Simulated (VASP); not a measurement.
AlCu3, 4 atoms in the cell. Symmetry: Pm-3m, No. 221, cubic system. Conventional cell: a = 3.709 Å, b = 3.709 Å, c = 3.709 Å, α = 90.00°, β = 90.00°, γ = 90.00°. Al (site symmetry m-3m) has 12 Cu at 2.62 Å within 3.5 Å. Cu (site symmetry 4/mmm) has 4 Al at 2.62 Å and 8 Cu at 2.62 Å within 3.5 Å. 

```yaml
Program: VASP 6.6.1
Task: single point
Functional: PBEsol
Potentials_or_basis: VASP PAW PBE potentials, release 64 (Al, Cu)
Cutoff: 520 eV
k_mesh: 6 × 6 × 6
Occupations: fermi-dirac, width 0.05 eV
Spin: no spin polarisation
Dipole_correction: no
Further_INCAR_settings: ALGO = Normal; EDIFF = 1e-07; NBANDS = 26
```

Potentials or basis: VASP PAW PBE potentials, release 64 (Al, Cu).

The run is started by

```console
$ cat potpaw_PBE.64/Al/POTCAR potpaw_PBE.64/Cu/POTCAR > POTCAR
$ mpirun -np 1 vasp_std > vasp.out
```

Hardware: 1 thread of Intel(R) Xeon(R) 6975P-C (Granite Rapids), on a shared host.

Q: How long does it take, and how much memory?

A: Run time: 12 s on 1 thread of Intel(R) Xeon(R) 6975P-C (Granite Rapids), on a shared host, peak memory 0.16 GiB. Counts: scf iterations 15, k points 20.
